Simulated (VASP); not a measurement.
Input of a VASP 6.6.1 run:

Contents of POSCAR:

```
Ti
1.0
   -1.6410000000      1.6410000000      1.6410000000
    1.6410000000     -1.6410000000      1.6410000000
    1.6410000000      1.6410000000     -1.6410000000
Ti
1
Direct
    0.0000000000      0.0000000000      0.0000000000
```

INCAR.step1

```
SYSTEM = Ti
PREC = Accurate ; ENCUT = 520
ISMEAR = -1 ; SIGMA = 0.05
LREAL = .FALSE. ; LASPH = .TRUE.
NELM = 80 ; NBANDS = 12
GGA = PE ; ALGO = Normal
EDIFF = 1E-4 ; LWAVE = .TRUE.
LCHARG = .FALSE.
```

INCAR.step2

```
SYSTEM = Ti
PREC = Accurate ; ENCUT = 520
EDIFF = 1E-6 ; ISMEAR = -1
SIGMA = 0.05 ; LREAL = .FALSE.
LASPH = .TRUE. ; NELM = 80
ALGO = Normal ; ISIF = 2
LWAVE = .FALSE. ; LCHARG = .TRUE.
METAGGA = R2SCAN ; LMIXTAU = .TRUE.
LELF = .TRUE. ; LVHAR = .TRUE.
NBANDS = 12 ; ISTART = 1
```

KPOINTS

```
Automatic mesh
0
G
  16 16 16
  0 0 0
```

Potentials or basis: VASP PAW PBE potentials, release 64 (Ti_sv).

Run with:

```console
$ cat potpaw_PBE.64/Ti_sv/POTCAR > POTCAR
$ cp INCAR.step1 INCAR
$ mpirun -np 1 vasp_std > vasp.out
$ cp INCAR.step2 INCAR
$ mpirun -np 1 vasp_std > vasp.out
```

**Question.** What does it give for the pressure?

**Answer.** -2.6 GPa.

**Question.** Predict the band gap on the k mesh.

**Answer.** Zero (band 6 reaches 9.06 eV, above the bottom of band 7 at 7.28 eV).

Caveat: the PAW data sets were made with another functional, which shifts forces and pressure a little.
